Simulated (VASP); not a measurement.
A run of VASP 6.6.1 is set up as follows.

Contents of INCAR:

```
SYSTEM = Mg31O33
PREC = Accurate
ENCUT = 520
EDIFF = 1E-7
ISMEAR = -1
SIGMA = 0.05
LREAL = Auto
LASPH = .TRUE.
NELM = 150
ALGO = Normal
ISIF = 2
LWAVE = .FALSE.
LCHARG = .FALSE.
ISPIN = 2
MAGMOM = 0 0 0 0.286 0 0 0 0.286 0 0 0 0 0 0.286 0 0.286 0 0 0 0 0 0 0.286 0.286 0.286 0 0 0 0 0 0 0 0 0 0 0 0 0 0 0 0 0 0 0 0 0 0 0 0 0 0 0 0 0 0 0 0 0 0 0 0 0 0 0
LORBIT = 11
GGA = PS
NELECT = 262.0
ISYM = 0
NBANDS = 172
```

KPOINTS

```
Automatic mesh
0
Gamma
  1 1 1
  0.25 0.25 0.25
```

POSCAR

```
Mg31O33
1.0
    8.4288080000      0.0000000000      0.0000000000
    0.0000000000      8.4288080000      0.0000000000
    0.0000000000      0.0000000000      8.4288080000
O Mg
33 31
Direct
    0.2498370000      0.0013870000      0.0020270000
    0.2482710000      0.0009900000      0.5015670000
    0.2483540000      0.5009240000      0.0016160000
    0.2171620000      0.5117660000      0.5123360000
    0.7524510000      0.0013520000      0.0019840000
    0.7552410000      0.9983550000      0.5015570000
    0.7551200000      0.5009190000      0.9990480000
    0.7635750000      0.5001340000      0.5008590000
    0.0013730000      0.2498530000      0.0020320000
    0.0010020000      0.2482560000      0.5015630000
    0.0013470000      0.7524670000      0.0019900000
    0.9983630000      0.7552300000      0.5015440000
    0.5009180000      0.2483960000      0.0016000000
    0.5118290000      0.2171920000      0.5122510000
    0.5009230000      0.7551570000      0.9990480000
    0.5001730000      0.7635890000      0.5008070000
    0.0013880000      0.0013840000      0.2504510000
    0.0013550000      0.0013460000      0.7531630000
    0.0009950000      0.5009280000      0.2489210000
    0.9983850000      0.5009190000      0.7559330000
    0.5009250000      0.0010100000      0.2488900000
    0.5009210000      0.9983920000      0.7559010000
    0.5116630000      0.5117020000      0.2180750000
    0.5001720000      0.5002000000      0.7640390000
    0.4380030000      0.4379860000      0.4388730000
    0.2491870000      0.2491990000      0.2498420000
    0.2514850000      0.2515060000      0.7509560000
    0.2514920000      0.7502730000      0.2521300000
    0.2500670000      0.7526040000      0.7533000000
    0.7502700000      0.2515070000      0.2521310000
    0.7525930000      0.2500830000      0.7533020000
    0.7525950000      0.7526130000      0.2506800000
    0.7509110000      0.7509180000      0.7516050000
    0.0010230000      0.0010310000      0.0016770000
    0.0008980000      0.0008770000      0.5018960000
    0.0008690000      0.5012630000      0.0015400000
    0.9925530000      0.5014960000      0.5021180000
    0.5012650000      0.0008920000      0.0015030000
    0.5015210000      0.9925750000      0.5021210000
    0.5015260000      0.5015500000      0.9932690000
    0.2523980000      0.2524250000      0.0019440000
    0.2595980000      0.2595910000      0.5011030000
    0.2528140000      0.7499500000      0.0019280000
    0.2552530000      0.7477440000      0.5029560000
    0.7499370000      0.2528340000      0.0019250000
    0.7477790000      0.2552120000      0.5029550000
    0.7493370000      0.7493650000      0.0010550000
    0.7437320000      0.7437250000      0.5011820000
    0.2524060000      0.0013470000      0.2530700000
    0.2528410000      0.0012790000      0.7505750000
    0.2596390000      0.5004260000      0.2604030000
    0.2551060000      0.5023350000      0.7483610000
    0.7499340000      0.0012860000      0.2535210000
    0.7493200000      0.0003830000      0.7499680000
    0.7477150000      0.5023110000      0.2559230000
    0.7438600000      0.5005320000      0.7443920000
    0.0013530000      0.2524160000      0.2530790000
    0.0012980000      0.2528490000      0.7505750000
    0.0012920000      0.7499330000      0.2535320000
    0.0003890000      0.7493300000      0.7499720000
    0.5004100000      0.2596440000      0.2603950000
    0.5023270000      0.2551840000      0.7482950000
    0.5023120000      0.7477720000      0.2558670000
    0.5005290000      0.7438550000      0.7443790000
```

Potentials or basis: VASP PAW PBE potentials, release 64 (O, Mg).

The run is started by

```bash
$ cat potpaw_PBE.64/O/POTCAR potpaw_PBE.64/Mg/POTCAR > POTCAR
$ mpirun -np 1 vasp_std > vasp.out
```

(1) Estimate the site moments.

(2) What does it give for the net moment?

(3) What does it give for the largest force?

Answers

(1) O +0.00, +0.21, +0.01, +1.04, -0.00 (each value once); Mg +0.00, +0.01, -0.00 (each value once) μB.

(2) 2.00 μB per cell.

(3) 0.019 eV/Å.

Caveat: the cell carries a net charge on a neutralising background, which shifts energy and pressure; the PAW data sets were made with another functional, which shifts forces and pressure a little.
